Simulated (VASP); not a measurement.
**Sn3Se: relaxation of cell and atoms with r2SCAN**

Crystal: Sn3Se.

```
Sn Se
1.0
     4.74188    0.00000    0.00000
     0.00000    4.74188    0.00000
     0.00000    0.00000    4.74188
Sn Se
3 1
Direct
  0.00000 0.50000 0.50000
  0.50000 0.00000 0.50000
  0.50000 0.50000 0.00000
  0.00000 0.00000 0.00000
```

* Program: VASP 6.6.1
* Task: relaxation of cell and atoms
* Functional: r2SCAN
* Potentials or basis: VASP PAW PBE potentials, release 64 (Sn_d, Se)
* Cutoff: 600 eV
* k mesh: 10 × 10 × 10
* Occupations: gaussian, width 0.1 eV
* Spin: no spin polarisation
* Dipole correction: no
* Further INCAR settings: ALGO = Normal; EDIFF = 1e-07; IBRION = 2; EDIFFG = -0.005; NSW = 100; ISIF = 3

| Property | Result |
| --- | --- |
| Relaxed volume | 26.41 Å³/atom |
| Relaxed cell | a = 4.727 Å, b = 4.727 Å, c = 4.727 Å, α = 90.00°, β = 90.00°, γ = 90.00° |
| Space group after relaxing (to 0.1 Å) | Pm-3m (No. 221) |
| Energy gained by relaxing | 0.4 meV/atom |
| Ionic steps | 3 |
| Pressure after relaxing | 0.0 GPa |
| Band gap on the k mesh | zero (bands 24 and 25 overlap by 2.53 eV) |

The path:
| step | energy change (eV) | largest force (eV/Å) | pressure (GPa) | volume (Å³) |
| --- | --- | --- | --- | --- |
| 1 | 0.0000 | 0.0000 | -0.47 | 106.62 |
| 2 | -0.0014 | 0.0000 | 0.10 | 105.42 |
| 3 | -0.0015 | 0.0000 | 0.00 | 105.63 |

Final structure:
```yaml
crystal:
  lattice:
    - [4.72704, 0.00000, 0.00000]
    - [0.00000, 4.72704, 0.00000]
    - [0.00000, 0.00000, 4.72704]
  atoms:
    - { symbol: Sn, position: [0.00000, 0.50000, 0.50000] }
    - { symbol: Sn, position: [0.50000, 0.00000, 0.50000] }
    - { symbol: Sn, position: [0.50000, 0.50000, 0.00000] }
    - { symbol: Se, position: [0.00000, 0.00000, 0.00000] }
```

Levels at points of the mesh, in eV from the Fermi level:
```tsv
k point	band 20	band 21	band 22	band 23	band 24	band 25	band 26	band 27	band 28
(0.00, 0.00, 0.00)	-4.67	-4.67	-4.67	-0.19	-0.19	-0.19	2.39	2.39	2.39
(0.50, 0.00, 0.00)	-3.53	-3.53	-2.06	-2.00	-2.00	-0.07	2.03	2.24	2.24
(0.50, 0.50, 0.00)	-2.82	-2.43	-2.15	-2.15	-0.64	-0.05	0.04	0.04	3.33
(0.50, 0.50, 0.50)	-5.57	-5.57	-5.57	-5.13	2.01	2.01	2.01	6.18	6.18
```

Wall time 27 min on 1 thread of AMD EPYC 9755 128-Core Processor, with other jobs on the host, peak memory 0.34 GiB.

Caveat: the PAW data sets were made with another functional, which shifts forces and pressure a little; spin-orbit coupling is left out, which moves the levels of the heavy elements.
